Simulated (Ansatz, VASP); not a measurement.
**SnO in VASP and in Ansatz**

File INCAR:

```
SYSTEM = SnO
PREC = Accurate
ENCUT = 520
EDIFF = 1E-6
ISMEAR = -1
SIGMA = 0.02
LREAL = .False.
LASPH = .True.
NELM = 100
ALGO = Normal
ISIF = 2
LWAVE = .False.
LCHARG = .False.
GGA = PE
NBANDS = 28
```

Contents of KPOINTS:

```
regular mesh
0
Gamma
  6 6 6
  0 0 0
```

Contents of POSCAR:

```
SnO
1.0
    3.7546621811      0.0000000000      0.0000000000
    0.0000000000      3.7546621811      0.0000000000
    0.0000000000      0.0000000000      4.7821791640
Sn O
2 2
Direct
    0.0000000000      0.5000000000      0.2425790113
    0.5000000000      0.0000000000      0.7574209887
    0.5000000000      0.5000000000      0.0000000000
    0.0000000000      0.0000000000      0.0000000000
```

Input for Ansatz:

```yaml
crystal:
  lattice:
    - [3.7546621811, 0.0, 0.0]
    - [0.0, 3.7546621811, 0.0]
    - [0.0, 0.0, 4.782179164]
  atoms:
    - { symbol: Sn, position: [0.0, 0.5, 0.2425790113] }
    - { symbol: Sn, position: [0.5, 0.0, 0.7574209887] }
    - { symbol: O, position: [0.5, 0.5, 0.0] }
    - { symbol: O, position: [0.0, 0.0, 0.0] }
kpoints:
  mp_grid: { grid: [6, 6, 6] }
  band_path:
    path:
      - [0.0, 0.0, 0.0]
      - [0.0, 0.5, 0.0]
      - [0.5, 0.5, 0.0]
      - [0.0, 0.0, 0.5]
      - [0.0, 0.5, 0.5]
      - [0.5, 0.5, 0.5]
      - [-0.026042, -0.026042, 0.0]
    npoints: 1
hamiltonian:
  xc: pbe
scf:
  occupations: { method: fermi_dirac, width: 0.02 }
  n_extra_bands: 5
output:
  forces: true
  stress: true
  eigenvalues: true
  write_density: true
  write_potential: true
  elf: true
  volumetric_format: npy
```

Change from the starting cell: epitaxial_xy strain -1.0%.

Alike in both runs: task single point; functional PBE; k mesh 6 × 6 × 6; occupations fermi-dirac, width 0.02 eV; no spin polarisation.

```csv
,VASP,Ansatz
version,VASP 6.6.1,Ansatz 0.2.0
potentials or method,"VASP PAW PBE potentials, release 64 (Sn_d, O)","plane waves, PAW"
plane-wave cutoff (eV),520,420
valence electrons in the cell,40,40
```

```csv
,VASP,Ansatz,Ansatz less VASP
pressure (GPa),7.1,6.8,-0.27
"traceless stress, the component that is largest in VASP (GPa)",-1.76,-1.79,-0.031
rms of the force components (eV/Å),0.245,0.207,-0.0373
```

Atom by atom the forces differ by 0.037 eV/Å (rms over components).
